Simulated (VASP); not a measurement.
# Pt (R-3m) in VASP: notebook

The runs below take Pt through single point, with LDA.

Everything below comes from runs of VASP 6.6.1. Logs are shortened: lines on timing, memory, paths and dates and some standing lists are left out, and cuts for length are marked.

## 1. The cell of the first run

The structure is trigonal, space group R-3m (No. 166). The conventional cell has a = 3.366 Å, b = 3.366 Å, c = 4.558 Å, α = 90.00°, β = 90.00°, γ = 120.00°. Pt (site symmetry -3m) has 12 Pt at 2.47 to 3.37 Å within 3.4 Å.

## 2. Single point, LDA (14.91 Å³/atom)

INCAR

```
SYSTEM = Pt
ALGO = Fast
EDIFF = 1E-7
ENCUT = 520
GGA = CA
ISIF = 2
ISMEAR = 0
LASPH = .TRUE.
LCHARG = .TRUE.
LELF = .TRUE.
LREAL = .FALSE.
LVHAR = .TRUE.
LWAVE = .FALSE.
NBANDS = 11
NELM = 80
PREC = Accurate
SIGMA = 0.15
```

KPOINTS

```
k-points
0
G
  22 22 22
  0 0 0
```

POSCAR

```
Pt
1.0
   -0.7097246707      1.6707035389      1.6707035389
    1.6707035389     -0.7097246707      1.6707035389
    1.6707035389      1.6707035389     -0.7097246707
Pt
1
Direct
    0.0000000000      0.0000000000      0.0000000000
```

Potentials or basis: VASP PAW LDA potentials, release 64 (Pt).

Launch:

```bash
$ cat potpaw_LDA.64/Pt/POTCAR > POTCAR
$ mpirun -np 1 vasp_std > vasp.out
```

OUTCAR:

```text
SYSTEM = Pt
   EDIFF = 1E-7
   ENCUT = 520
   GGA = CA
   ISIF = 2
   ISMEAR = 0
   LASPH = .TRUE.
   LREAL = .FALSE.
   NELM = 80
   PREC = Accurate

 ion  position               nearest neighbor table
   1  0.000  0.000  0.000-

  LATTYP: Found a trigonal (rhomboedric) cell.
 ALAT       =     2.4670244705
 COS(alpha) =     0.0689708858

  Lattice vectors:

 A1 = (  -0.7097246707,   1.6707035389,   1.6707035389)
 A2 = (   1.6707035389,  -0.7097246707,   1.6707035389)
 A3 = (   1.6707035389,   1.6707035389,  -0.7097246707)

Analysis of symmetry for initial positions (statically):
=====================================================================
 Subroutine PRICEL returns:
 Original cell was already a primitive cell.

 Routine SETGRP: Setting up the symmetry group for a
 trigonal (rhombohedral) supercell.

 Subroutine GETGRP returns: Found 12 space group operations
 (whereof 12 operations were pure point group operations)
 out of a pool of 12 trial point group operations.

The static configuration has the point symmetry D_3d.

Analysis of symmetry for dynamics (positions and initial velocities):
=====================================================================
 Subroutine PRICEL returns:
 Original cell was already a primitive cell.

 Routine SETGRP: Setting up the symmetry group for a
 trigonal (rhombohedral) supercell.

 Subroutine GETGRP returns: Found 12 space group operations
 (whereof 12 operations were pure point group operations)
 out of a pool of 12 trial point group operations.

The dynamic configuration has the point symmetry D_3d.

 Subroutine INISYM returns: Found 12 space group operations
 (whereof 12 operations are pure point group operations),
 and found     1 'primitive' translations

----------------------------------------------------------------------------------------

                                     Primitive cell

  volume of cell :      14.9123

  direct lattice vectors                    reciprocal lattice vectors
    -0.709724671  1.670703539  1.670703539    -0.153399969  0.266692515  0.266692515
     1.670703539 -0.709724671  1.670703539     0.266692515 -0.153399969  0.266692515
     1.670703539  1.670703539 -0.709724671     0.266692515  0.266692515 -0.153399969

  length of vectors
     2.467024470  2.467024470  2.467024470     0.407162554  0.407162554  0.407162554

  position of ions in fractional coordinates (direct lattice)
     0.000000000  0.000000000  0.000000000

  ion indices of the primitive-cell ions
   primitive index   ion index
                 1           1

----------------------------------------------------------------------------------------

 KPOINTS: k-points

Automatic generation of k-mesh.
 Grid dimensions read from file:
 generate k-points for:   22   22   22

 Generating k-lattice:

  Cartesian coordinates                     Fractional coordinates (reciprocal lattice)
    -0.006972726  0.012122387  0.012122387     0.045454545 -0.000000000 -0.000000000
     0.012122387 -0.006972726  0.012122387    -0.000000000  0.045454545 -0.000000000
     0.012122387  0.012122387 -0.006972726    -0.000000000 -0.000000000  0.045454545

  Length of vectors
     0.018507389  0.018507389  0.018507389

  Shift w.r.t. Gamma in fractional coordinates (k-lattice)
     0.000000000  0.000000000  0.000000000

 Subroutine IBZKPT returns following result:
 ===========================================

 Found   1024 irreducible k-points:

 Following reciprocal coordinates:
            Coordinates               Weight
  0.000000  0.000000  0.000000      1.000000
  0.045455  0.000000  0.000000      6.000000
  0.090909  0.000000  0.000000      6.000000
  0.136364 -0.000000 -0.000000      6.000000
  0.181818 -0.000000 -0.000000      6.000000
  0.227273  0.000000  0.000000      6.000000
[... 16 lines left out ...]
  0.500000  0.045455  0.000000     12.000000
 -0.454545  0.045455 -0.000000     12.000000
 [... further k-points ...]
   k-points           NKPTS =   1024   k-points in BZ     NKDIM =   1024   number of bands    NBANDS=     11
   number of dos      NEDOS =    301   number of ions     NIONS =      1
   total plane-waves  NPLWV =   5832
   dimension x,y,z NGX =    18 NGY =   18 NGZ =   18
   dimension x,y,z NGXF=    36 NGYF=   36 NGZF=   36
   ions per type =               1
   NGX,Y,Z   is equivalent  to a cutoff of  12.13, 12.13, 12.13 a.u.
   NGXF,Y,Z  is equivalent  to a cutoff of  24.26, 24.26, 24.26 a.u.
 SYSTEM =  Pt
   PREC   = accura    normal or accurate (medium, high low for compatibility)
   ISTART =      0    job   : 0-new  1-cont  2-samecut
   ICHARG =      2    charge: 1-file 2-atom 10-const
   ISPIN  =      1    spin polarized calculation?
   LNONCOLLINEAR =      F non collinear calculations
   LSORBIT =      F    spin-orbit coupling
   LASPH  =      T    aspherical Exc in radial PAW
   ENCUT  =  520.0 eV  38.22 Ry    6.18 a.u.   4.59  4.59  4.59*2*pi/ulx,y,z
   NELM   =     80;   NELMIN=  2; NELMDL= -5     # of ELM steps
   EDIFF  = 0.1E-06   stopping-criterion for ELM
   LREAL  =      F    real-space projection
   EDIFFG = 0.1E-05   stopping-criterion for IOM
   NSW    =      0    number of steps for IOM
   IBRION =     -1    ionic relax: 0-MD 1-quasi-New 2-CG
   NFREE  =      0    steps in history (QN), initial steepest desc. (CG)
   ISIF   =      2    stress and relaxation
   ISYM   =      2    0-nonsym 1-usesym 2-fastsym
   POTIM  = 0.5000    time-step for ionic-motion
   TEBEG  =    0.0;   TEEND  =   0.0 temperature during run
   PSTRESS=    0.0 pullay stress
   NELECT =      10.0000    total number of electrons
   NUPDOWN=      -1.0000    fix difference up-down
   EMIN   =  10.00;   EMAX   =-10.00  energy-range for DOS
   EFERMI =   0.00;   METHOD = LEGACY
   ISMEAR =     0;   SIGMA  =   0.15  broadening in eV -4-tet -1-fermi 0-gaus
   EFERMI_NEDOS =   21; number of points for ismear=-14 and -15
   IALGO  =     68    algorithm
   IMIX   =      4    mixing-type and parameters
     AMIX     =   0.40;   BMIX     =  1.00
     AMIX_MAG =   1.60;   BMIX_MAG =  1.00
  volume/ion in A,a.u.               =      14.91       100.63
  Fermi-wavevector in a.u.,A,eV,Ry     =   1.432937  2.707857 27.936938  2.053307
  Thomas-Fermi vector in A             =   2.552510
   LORBIT       =      0    0 simple, 1 ext, 2 COOP (PROOUT), +10 PAW based schemes
   GGA     = CA    functional components
   LHFCALC =     F    Hartree Fock is set to
   AEXX    =    0.0000 exact exchange contribution
   IVDW    =     0    specifies the selected vdW correction
   LEPSILON=     F    determine dielectric tensor
   LRPA    =     F    only Hartree local field effects (RPA)
 non-spin polarized calculation
 RMM-DIIS sequential band-by-band and
 Gauss-broadening in eV      SIGMA  =   0.15
  energy-cutoff  :      520.00
  volume of cell :       14.91
 maximum number of plane-waves:       414
   NGX =  9   NGY =  9   NGZ =  9

 number of electron      10.0000000 magnetization

 number of electron       9.9999998 magnetization

 Free energy of the ion-electron system (eV)
  ---------------------------------------------------
  ext. energy  EPLUGINS =         0.00000000
  ---------------------------------------------------
  free energy    TOTEN  =        -6.72986901 eV

  energy without entropy =       -6.71798966  energy(sigma->0) =       -6.72392934

 E-fermi :  11.4012     XC(G=0): -13.6127

 val. band max:       11.4010067798   @ k =  -0.2273   0.3182   0.2273
 cond. band min:      11.4013614712   @ k =  -0.1364   0.3636   0.0909
 fundamental gap:      0.0003546915
 Fermi energy:        11.4011589139

 k-point     1 :       0.0000    0.0000    0.0000
  band No.  band energies     occupation
      1       1.1092      2.00000
      2       4.0497      2.00000
      3       4.0497      2.00000
      4      11.7965      0.00019
      5      11.7965      0.00019
      6      11.9167      0.00000
      7      26.7786      0.00000
      8      27.9864      0.00000
      9      27.9864      0.00000
     10      34.7284      0.00000
     11      37.5259      0.00000

 k-point     2 :       0.0455    0.0000    0.0000
  band No.  band energies     occupation
      1       1.1805      2.00000
      2       4.0636      2.00000
      3       4.1174      2.00000
      4      11.7203      0.00262
      5      11.7636      0.00063
      6      11.8813      0.00001
      7      26.7231      0.00000
      8      27.7082      0.00000
      9      28.1333      0.00000
     10      35.0584      0.00000
     11      36.6721      0.00000

 k-point     3 :       0.0909    0.0000    0.0000
  band No.  band energies     occupation
      1       1.3857      2.00000
      2       4.1043      2.00000
      3       4.3243      2.00000
      4      11.5043      0.33093
      5      11.5846      0.08366
      6      11.8676      0.00001
      7      26.0192      0.00000
      8      27.6604      0.00000
      9      28.5585      0.00000
     10      35.2929      0.00000
     11      35.6515      0.00000

 k-point     4 :       0.1364   -0.0000   -0.0000
  band No.  band energies     occupation
      1       1.6988      2.00000
      2       4.1690      2.00000
      3       4.6797      2.00000
      4      11.1814      1.96174
      5      11.2804      1.74499
      6      11.8861      0.00000
      7      24.7416      0.00000
      8      28.1067      0.00000
      9      29.2196      0.00000
     10      33.9030      0.00000
     11      36.0046      0.00000
[... 239 lines left out ...]
 k-point    22 :       0.4545    0.0455    0.0000
  band No.  band energies     occupation
      1       4.0796      2.00000
      2       4.8039      2.00000
      3       8.4968      2.00000
      4       9.1120      2.00000
      5      10.4186      2.00000
      6      12.0414      0.00000
      7      17.4087      0.00000
      8      27.9962      0.00000
      9      31.4511      0.00000
     10      33.2917      0.00000
     11      35.2560      0.00000

 k-point    23 :       0.5000    0.0455    0.0000
  band No.  band energies     occupation
      1       4.1340      2.00000
      2       4.8153      2.00000
      3       8.5687      2.00000
      4       9.0944      2.00000
      5      10.5234      2.00000
      6      12.0429      0.00000
      7      17.2092      0.00000
      8      27.8552      0.00000
      9      31.1073      0.00000
     10      33.5274      0.00000
     11      35.4341      0.00000

 k-point    24 :      -0.4545    0.0455   -0.0000
  band No.  band energies     occupation
      1       4.0787      2.00000
      2       4.7974      2.00000
      3       8.6584      2.00000
      4       9.1585      2.00000
      5      10.2677      2.00000
      6      12.0334      0.00000
      7      17.3709      0.00000
      8      27.9184      0.00000
      9      31.0114      0.00000
     10      33.7274      0.00000
     11      35.2850      0.00000

 [... further k-points ...]
[... 5 lines left out ...]
  --------------------------------------------------------------------------------------
  -------------------------------------------------------------------------------------
  Total        3.8684752      3.8684752      3.8684752      0.0428740      0.0428740      0.0428740
  in kB      415.6298668    415.6298668    415.6298668      4.6063937      4.6063937      4.6063937
  external PRESSURE =     415.6298668 kB  Pullay stress =       0.0000000 kB

 VOLUME and BASIS-vectors are now :
 -----------------------------------------------------------------------------
  energy-cutoff  :      520.00
  volume of cell :       14.91
      direct lattice vectors                 reciprocal lattice vectors
    -0.709724671  1.670703539  1.670703539    -0.153399969  0.266692515  0.266692515
     1.670703539 -0.709724671  1.670703539     0.266692515 -0.153399969  0.266692515
     1.670703539  1.670703539 -0.709724671     0.266692515  0.266692515 -0.153399969

 POSITION                                       TOTAL-FORCE (eV/Angst)
 -----------------------------------------------------------------------------------
      0.00000      0.00000      0.00000        -0.000000     -0.000000      0.000000
 -----------------------------------------------------------------------------------
    total drift:                                0.000000     -0.000000     -0.000000

  FREE ENERGIE OF THE ION-ELECTRON SYSTEM (eV)
  ---------------------------------------------------
  free  energy   TOTEN  =        -6.7298690145 eV

  energy  without entropy=       -6.7179896561  energy(sigma->0) =       -6.72392934
```

It took 68 s on 1 thread of Intel Xeon 6975P-C (Granite Rapids), shared host; peak memory 0.26 GiB.

What came out:

| Quantity | Value |
| --- | --- |
| Free energy | -6.7299 eV |
| Pressure | 41.6 GPa |
| Band gap on the k mesh | zero (bands 5 and 6 overlap by 4.66 eV) |

Stress tensor (GPa, compression positive):
```
41.56  0.46  0.46
 0.46 41.56  0.46
 0.46  0.46 41.56
```

Caveat: the cell stands under pressure; spin-orbit coupling is left out, which moves the levels of the heavy elements.

(Continued in part 2 of 2.)
